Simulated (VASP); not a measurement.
# PbSe (Fm-3m) in VASP: density of states with PBE

Aim: the density of states of PbSe with PBE.

Program: VASP 6.6.1. These are calculated values, not measurements. Logs are shortened: lines on timing, memory, paths and dates and some standing lists are left out, and cuts for length are marked.

## 1. The cell of the first run

The structure is cubic, space group Fm-3m (No. 225). Conventional cell: a = 6.119 Å, b = 6.119 Å, c = 6.119 Å, α = 90.00°, β = 90.00°, γ = 90.00°. Within 4.0 Å of Pb (site symmetry m-3m) lie 6 Se at 3.06 Å. Se (site symmetry m-3m) has 6 Pb at 3.06 Å within 4.0 Å.

## 2. Density of states, PBE

Contents of POSCAR:

```
PbSe
1.0
    0.0000000000      3.0594190000      3.0594190000
    3.0594190000      0.0000000000      3.0594190000
    3.0594190000      3.0594190000      0.0000000000
Pb Se
1 1
Direct
    0.0000000000      0.0000000000      0.0000000000
    0.5000000000      0.5000000000      0.5000000000
```

Contents of INCAR.step1:

```
ALGO = Normal ; EDIFF = 1E-6
ENCUT = 520 ; GGA = PE
ISIF = 2 ; ISMEAR = -1
LASPH = T ; LCHARG = T
LREAL = F ; LWAVE = F
NBANDS = 17 ; NELM = 60
PREC = Accurate ; SIGMA = 0.1
```

Contents of KPOINTS.step1:

```
k-points
0
Gamma
  7 7 7
```

Contents of INCAR.step2:

```
ALGO = Normal ; EDIFF = 1E-6
ENCUT = 520 ; GGA = PE
ICHARG = 11 ; ISIF = 2
ISMEAR = -5 ; LASPH = T
LCHARG = F ; LORBIT = 11
LREAL = F ; LWAVE = F
NBANDS = 17 ; NEDOS = 1001
NELM = 60 ; PREC = Accurate
SIGMA = 0.1
```

Contents of KPOINTS.step2:

```
k-points
0
Gamma
  11 11 11
```

Potentials or basis: VASP PAW PBE potentials, release 64 (Pb_d, Se).

Started as:

```console
cat potpaw_PBE.64/Pb_d/POTCAR potpaw_PBE.64/Se/POTCAR > POTCAR
cp INCAR.step1 INCAR
cp KPOINTS.step1 KPOINTS
mpirun -np 1 vasp_std > vasp.out
cp INCAR.step2 INCAR
cp KPOINTS.step2 KPOINTS
mpirun -np 1 vasp_std > vasp.out
```

OUTCAR:

```text
EDIFF = 1E-6
   ENCUT = 520
   GGA = PE
   ICHARG = 11
   ISIF = 2
   ISMEAR = -5
   LASPH = T
   LORBIT = 11
   LREAL = F
   NELM = 60
   PREC = Accurate

 ion  position               nearest neighbor table
   1  0.000  0.000  0.000-   2 3.06   2 3.06   2 3.06   2 3.06   2 3.06   2 3.06
   2  0.500  0.500  0.500-   1 3.06   1 3.06   1 3.06   1 3.06   1 3.06   1 3.06

  LATTYP: Found a face centered cubic cell.
 ALAT       =     6.1188380000

  Lattice vectors:

 A1 = (   0.0000000000,   3.0594190000,   3.0594190000)
 A2 = (   3.0594190000,   0.0000000000,   3.0594190000)
 A3 = (   3.0594190000,   3.0594190000,   0.0000000000)

Analysis of symmetry for initial positions (statically):
=====================================================================
 Subroutine PRICEL returns:
 Original cell was already a primitive cell.

 Routine SETGRP: Setting up the symmetry group for a
 face centered cubic supercell.

 Subroutine GETGRP returns: Found 48 space group operations
 (whereof 48 operations were pure point group operations)
 out of a pool of 48 trial point group operations.

The static configuration has the point symmetry O_h .

Analysis of symmetry for dynamics (positions and initial velocities):
=====================================================================
 Subroutine PRICEL returns:
 Original cell was already a primitive cell.

 Routine SETGRP: Setting up the symmetry group for a
 face centered cubic supercell.

 Subroutine GETGRP returns: Found 48 space group operations
 (whereof 48 operations were pure point group operations)
 out of a pool of 48 trial point group operations.

The dynamic configuration has the point symmetry O_h .

 Subroutine INISYM returns: Found 48 space group operations
 (whereof 48 operations are pure point group operations),
 and found     1 'primitive' translations

----------------------------------------------------------------------------------------

                                     Primitive cell

  volume of cell :      57.2726

  direct lattice vectors                    reciprocal lattice vectors
     0.000000000  3.059419000  3.059419000    -0.163429723  0.163429723  0.163429723
     3.059419000  0.000000000  3.059419000     0.163429723 -0.163429723  0.163429723
     3.059419000  3.059419000  0.000000000     0.163429723  0.163429723 -0.163429723

  length of vectors
[... 87 lines left out ...]
   NSW    =      0    number of steps for IOM
   IBRION =     -1    ionic relax: 0-MD 1-quasi-New 2-CG
   NFREE  =      0    steps in history (QN), initial steepest desc. (CG)
   ISIF   =      2    stress and relaxation
   ISYM   =      2    0-nonsym 1-usesym 2-fastsym
   POTIM  = 0.5000    time-step for ionic-motion
   TEBEG  =    0.0;   TEEND  =   0.0 temperature during run
   PSTRESS=    0.0 pullay stress
   NELECT =      20.0000    total number of electrons
   NUPDOWN=      -1.0000    fix difference up-down
   EMIN   =  10.00;   EMAX   =-10.00  energy-range for DOS
   EFERMI =   0.00;   METHOD = LEGACY
   ISMEAR =    -5;   SIGMA  =   0.10  broadening in eV -4-tet -1-fermi 0-gaus
   EFERMI_NEDOS =   21; number of points for ismear=-14 and -15
   IALGO  =     38    algorithm
   IMIX   =      4    mixing-type and parameters
     AMIX     =   0.40;   BMIX     =  1.00
     AMIX_MAG =   1.60;   BMIX_MAG =  1.00
  volume/ion in A,a.u.               =      28.64       193.25
  Fermi-wavevector in a.u.,A,eV,Ry     =   1.152840  2.178553 18.082702  1.329041
  Thomas-Fermi vector in A             =   2.289489
   LORBIT       =     11    0 simple, 1 ext, 2 COOP (PROOUT), +10 PAW based schemes
   GGA     = PE    functional components
   LHFCALC =     F    Hartree Fock is set to
   AEXX    =    0.0000 exact exchange contribution
   IVDW    =     0    specifies the selected vdW correction
   LEPSILON=     F    determine dielectric tensor
   LRPA    =     F    only Hartree local field effects (RPA)
 non-spin polarized calculation
 Fermi weights with tetrahedron method with Bloechl corrections
  energy-cutoff  :      520.00
  volume of cell :       57.27
 maximum number of plane-waves:      1563

 number of electron      20.0000000 magnetization

 Free energy of the ion-electron system (eV)
  ---------------------------------------------------
  ext. energy  EPLUGINS =         0.00000000
  ---------------------------------------------------
  free energy    TOTEN  =        -8.17661137 eV

  energy without entropy =       -8.17661137  energy(sigma->0) =       -8.17661137

 E-fermi :   4.9765     XC(G=0):  -9.5370

 val. band max:        4.9481828981   @ k =   0.4545   0.0000   0.0000
 cond. band min:       5.5364946558   @ k =   0.4545   0.0000   0.0000
 fundamental gap:      0.5883117577
 Fermi energy:         4.9765272370

 k-point     1 :       0.0000    0.0000    0.0000
  band No.  band energies     occupation
      1     -11.7544      2.00000
      2     -11.7544      2.00000
      3     -11.7544      2.00000
      4     -11.7544      2.00000
      5     -11.7544      2.00000
      6      -8.5231      2.00000
[... 457 lines left out ...]
      4     -11.7405      2.00000
      5     -11.7326      2.00000
      6      -7.9075      2.00000
[... 9 lines left out ...]
     16      14.3104      0.00000
     17      14.8819      0.00000

 [... further k-points ...]

------------------------ aborting loop because EDIFF is reached ----------------------------------------

  FORCE on cell =-STRESS in cart. coord.  units (eV):
  Direction    XX          YY          ZZ          XY          YZ          ZX
  --------------------------------------------------------------------------------------
  -------------------------------------------------------------------------------------
  Total        0.9122037      0.9122037      0.9122037      0.0000000      0.0000000     -0.0000000
  in kB       25.5185242     25.5185242     25.5185242      0.0000000      0.0000000     -0.0000000
  external PRESSURE =      25.5185242 kB  Pullay stress =       0.0000000 kB

 VOLUME and BASIS-vectors are now :
 -----------------------------------------------------------------------------
  energy-cutoff  :      520.00
  volume of cell :       57.27
      direct lattice vectors                 reciprocal lattice vectors
     0.000000000  3.059419000  3.059419000    -0.163429723  0.163429723  0.163429723
     3.059419000  0.000000000  3.059419000     0.163429723 -0.163429723  0.163429723
     3.059419000  3.059419000  0.000000000     0.163429723  0.163429723 -0.163429723

 POSITION                                       TOTAL-FORCE (eV/Angst)
 -----------------------------------------------------------------------------------
      0.00000      0.00000      0.00000         0.000000     -0.000000      0.000000
      3.05942      3.05942      3.05942         0.000000      0.000000     -0.000000
 -----------------------------------------------------------------------------------
    total drift:                                0.000000     -0.000000     -0.000000

  FREE ENERGIE OF THE ION-ELECTRON SYSTEM (eV)
  ---------------------------------------------------
  free  energy   TOTEN  =        -8.1766113688 eV

  energy  without entropy=       -8.1766113688  energy(sigma->0) =       -8.17661137

 total charge

# of ion       s       p       d       tot
------------------------------------------
    1        1.477   0.536   9.841  11.854
    2        1.467   2.337   0.018   3.821
--------------------------------------------------
tot          2.944   2.873   9.859  15.675
```

OSZICAR.step1:

```text
N       E                     dE             d eps       ncg     rms          rms(c)
DAV:   1     0.161962302013E+03    0.16196E+03   -0.97120E+03   680   0.119E+03
DAV:   2     0.392834250402E+01   -0.15803E+03   -0.15249E+03   716   0.306E+02
DAV:   3    -0.815363213916E+01   -0.12082E+02   -0.11964E+02   869   0.912E+01
DAV:   4    -0.845604042494E+01   -0.30241E+00   -0.30210E+00   821   0.159E+01
DAV:   5    -0.846578062688E+01   -0.97402E-02   -0.97393E-02   919   0.287E+00    0.278E+00
DAV:   6    -0.818087459778E+01    0.28491E+00   -0.70284E-01  1030   0.575E+00    0.157E+00
DAV:   7    -0.817621540347E+01    0.46592E-02   -0.12006E-01   812   0.167E+00    0.863E-01
DAV:   8    -0.817960056925E+01   -0.33852E-02   -0.13339E-02   820   0.124E+00    0.167E-01
DAV:   9    -0.817912687270E+01    0.47370E-03   -0.28507E-03  1036   0.517E-01    0.505E-02
DAV:  10    -0.817919331783E+01   -0.66445E-04   -0.22853E-04   759   0.861E-02    0.184E-02
DAV:  11    -0.817920069129E+01   -0.73735E-05   -0.55662E-05   910   0.743E-02    0.797E-03
DAV:  12    -0.817920073399E+01   -0.42697E-07   -0.30285E-06   838   0.128E-02
   1 F= -.81792007E+01 E0= -.81787211E+01  d E =-.959209E-03
```

Run time: 38 s. Hardware: 1 thread of Intel Xeon 6975P-C, shared host; peak memory 0.2 GiB.

Results:

```yaml
Valence_electrons_inside_the_program's_atomic_spheres: Pb 11.85; Se 3.82
```

Caveat: this odd mesh misses L, where the gap lies, so gap, dielectric constants and Born charges aren't listed; spin-orbit coupling is left out, which moves the levels of the heavy elements.
